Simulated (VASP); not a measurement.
# LaS (Fm-3m) in VASP: single point with LDA

Aim: the single point of LaS with LDA.

Everything below comes from runs of VASP 6.6.1. Logs are shortened: lines on timing, memory, paths and dates and some standing lists are left out, and cuts for length are marked.

## Step 1: The cell of the first run

It takes space group Fm-3m (No. 225, cubic). Conventional cell: a = 5.854 Å, b = 5.854 Å, c = 5.854 Å, α = 90.00°, β = 90.00°, γ = 90.00°. La (site symmetry m-3m) has 6 S at 2.93 Å within 3.9 Å. S (site symmetry m-3m) has 6 La at 2.93 Å within 3.9 Å.

## Step 2: Single point, LDA

Input file INCAR:

```
PREC = Accurate
ENCUT = 520
EDIFF = 1E-6
ISMEAR = -1
SIGMA = 0.05
LREAL = False
LASPH = True
NELM = 100
ALGO = Normal
ISIF = 2
LWAVE = False
LCHARG = False
GGA = CA
NBANDS = 16
```

Input file KPOINTS:

```
Automatic mesh
0
Gamma
  7 7 7
```

Input file POSCAR:

```
LaS
1.0
    0.0000000000      2.9270000000      2.9270000000
    2.9270000000      0.0000000000      2.9270000000
    2.9270000000      2.9270000000      0.0000000000
La S
1 1
Direct
    0.0000000000      0.0000000000      0.0000000000
    0.5000000000      0.5000000000      0.5000000000
```

Potentials or basis: VASP PAW LDA potentials, release 64 (La, S).

Launch:

```console
$ cat potpaw_LDA.64/La/POTCAR potpaw_LDA.64/S/POTCAR > POTCAR
$ mpirun -np 1 vasp_std > vasp.out
```

OUTCAR:

```text
PREC = Accurate
   ENCUT = 520
   EDIFF = 1E-6
   ISMEAR = -1
   LREAL = False
   LASPH = True
   NELM = 100
   ISIF = 2
   GGA = CA

 ion  position               nearest neighbor table
   1  0.000  0.000  0.000-   2 2.93   2 2.93   2 2.93   2 2.93   2 2.93   2 2.93
   2  0.500  0.500  0.500-   1 2.93   1 2.93   1 2.93   1 2.93   1 2.93   1 2.93

  LATTYP: Found a face centered cubic cell.
 ALAT       =     5.8540000000

  Lattice vectors:

 A1 = (   0.0000000000,   2.9270000000,   2.9270000000)
 A2 = (   2.9270000000,   0.0000000000,   2.9270000000)
 A3 = (   2.9270000000,   2.9270000000,   0.0000000000)

Analysis of symmetry for initial positions (statically):
=====================================================================
 Subroutine PRICEL returns:
 Original cell was already a primitive cell.

 Routine SETGRP: Setting up the symmetry group for a
 face centered cubic supercell.

 Subroutine GETGRP returns: Found 48 space group operations
 (whereof 48 operations were pure point group operations)
 out of a pool of 48 trial point group operations.

The static configuration has the point symmetry O_h .

Analysis of symmetry for dynamics (positions and initial velocities):
=====================================================================
 Subroutine PRICEL returns:
 Original cell was already a primitive cell.

 Routine SETGRP: Setting up the symmetry group for a
 face centered cubic supercell.

 Subroutine GETGRP returns: Found 48 space group operations
 (whereof 48 operations were pure point group operations)
 out of a pool of 48 trial point group operations.

The dynamic configuration has the point symmetry O_h .

 Subroutine INISYM returns: Found 48 space group operations
 (whereof 48 operations are pure point group operations),
 and found     1 'primitive' translations

----------------------------------------------------------------------------------------

                                     Primitive cell

  volume of cell :      50.1531

  direct lattice vectors                    reciprocal lattice vectors
     0.000000000  2.927000000  2.927000000    -0.170823369  0.170823369  0.170823369
     2.927000000  0.000000000  2.927000000     0.170823369 -0.170823369  0.170823369
     2.927000000  2.927000000  0.000000000     0.170823369  0.170823369 -0.170823369
[... 74 lines left out ...]
   LNONCOLLINEAR =      F non collinear calculations
   LSORBIT =      F    spin-orbit coupling
   LASPH  =      T    aspherical Exc in radial PAW
   ENCUT  =  520.0 eV  38.22 Ry    6.18 a.u.   7.70  7.70  7.70*2*pi/ulx,y,z
   NELM   =    100;   NELMIN=  2; NELMDL= -5     # of ELM steps
   EDIFF  = 0.1E-05   stopping-criterion for ELM
   LREAL  =      F    real-space projection
   EDIFFG = 0.1E-04   stopping-criterion for IOM
   NSW    =      0    number of steps for IOM
   IBRION =     -1    ionic relax: 0-MD 1-quasi-New 2-CG
   NFREE  =      0    steps in history (QN), initial steepest desc. (CG)
   ISIF   =      2    stress and relaxation
   ISYM   =      2    0-nonsym 1-usesym 2-fastsym
   POTIM  = 0.5000    time-step for ionic-motion
   TEBEG  =    0.0;   TEEND  =   0.0 temperature during run
   PSTRESS=    0.0 pullay stress
   NELECT =      17.0000    total number of electrons
   NUPDOWN=      -1.0000    fix difference up-down
   EMIN   =  10.00;   EMAX   =-10.00  energy-range for DOS
   EFERMI =   0.00;   METHOD = LEGACY
   ISMEAR =    -1;   SIGMA  =   0.05  broadening in eV -4-tet -1-fermi 0-gaus
   EFERMI_NEDOS =   21; number of points for ismear=-14 and -15
   IALGO  =     38    algorithm
   IMIX   =      4    mixing-type and parameters
     AMIX     =   0.40;   BMIX     =  1.00
     AMIX_MAG =   1.60;   BMIX_MAG =  1.00
  volume/ion in A,a.u.               =      25.08       169.23
  Fermi-wavevector in a.u.,A,eV,Ry     =   1.141454  2.157035 17.727265  1.302917
  Thomas-Fermi vector in A             =   2.278154
   LORBIT       =      0    0 simple, 1 ext, 2 COOP (PROOUT), +10 PAW based schemes
   GGA     = CA    functional components
   LHFCALC =     F    Hartree Fock is set to
   AEXX    =    0.0000 exact exchange contribution
   IVDW    =     0    specifies the selected vdW correction
   LEPSILON=     F    determine dielectric tensor
   LRPA    =     F    only Hartree local field effects (RPA)
 non-spin polarized calculation
  energy-cutoff  :      520.00
  volume of cell :       50.15
 maximum number of plane-waves:      1363
   NGX = 15   NGY = 15   NGZ = 15

 number of electron      16.9999999 magnetization

 Free energy of the ion-electron system (eV)
  ---------------------------------------------------
  ext. energy  EPLUGINS =         0.00000000
  ---------------------------------------------------
  free energy    TOTEN  =       -14.77985855 eV

  energy without entropy =      -14.76660385  energy(sigma->0) =      -14.77323120

 E-fermi :   8.7603     XC(G=0): -10.3324

 val. band max:        8.7341459777   @ k =  -0.1429   0.1429   0.0000
 cond. band min:       8.7938037217   @ k =   0.1429   0.0000   0.0000
 fundamental gap:      0.0596577439
 Fermi energy:         8.7603168657

 k-point     1 :       0.0000    0.0000    0.0000
  band No.  band energies     occupation
      1     -24.2079      2.00000
      2      -7.7588      2.00000
      3      -7.7588      2.00000
      4      -7.7588      2.00000
      5      -5.1006      2.00000
      6       5.4796      2.00000
[... 357 lines left out ...]
      3      -8.2933      2.00000
      4      -8.0549      2.00000
      5      -4.3614      2.00000
      6       3.9911      2.00000
[... 8 lines left out ...]
     15      10.5512      0.00000
     16      11.0566      0.00000

------------------------ aborting loop because EDIFF is reached ----------------------------------------

  FORCE on cell =-STRESS in cart. coord.  units (eV):
  Direction    XX          YY          ZZ          XY          YZ          ZX
  --------------------------------------------------------------------------------------
  -------------------------------------------------------------------------------------
  Total       -1.1848523     -1.1848523     -1.1848523     -0.0000000      0.0000000      0.0000000
  in kB      -37.8509386    -37.8509386    -37.8509386     -0.0000000      0.0000000      0.0000000
  external PRESSURE =     -37.8509386 kB  Pullay stress =       0.0000000 kB

 VOLUME and BASIS-vectors are now :
 -----------------------------------------------------------------------------
  energy-cutoff  :      520.00
  volume of cell :       50.15
      direct lattice vectors                 reciprocal lattice vectors
     0.000000000  2.927000000  2.927000000    -0.170823369  0.170823369  0.170823369
     2.927000000  0.000000000  2.927000000     0.170823369 -0.170823369  0.170823369
     2.927000000  2.927000000  0.000000000     0.170823369  0.170823369 -0.170823369

 POSITION                                       TOTAL-FORCE (eV/Angst)
 -----------------------------------------------------------------------------------
      0.00000      0.00000      0.00000         0.000000     -0.000000      0.000000
      2.92700      2.92700      2.92700        -0.000000      0.000000     -0.000000
 -----------------------------------------------------------------------------------
    total drift:                                0.000000     -0.000000     -0.000000

  FREE ENERGIE OF THE ION-ELECTRON SYSTEM (eV)
  ---------------------------------------------------
  free  energy   TOTEN  =       -14.7798585495 eV

  energy  without entropy=      -14.7666038481  energy(sigma->0) =      -14.77323120
```

Wall time 7.2 s (1 thread of Intel Xeon 6975P-C (Granite Rapids), shared host); peak memory 0.16 GiB.

Results:

- Free energy: -14.7799 eV
- Pressure: -3.8 GPa

Caveat: spin-orbit coupling is left out, which moves the levels of the heavy elements.
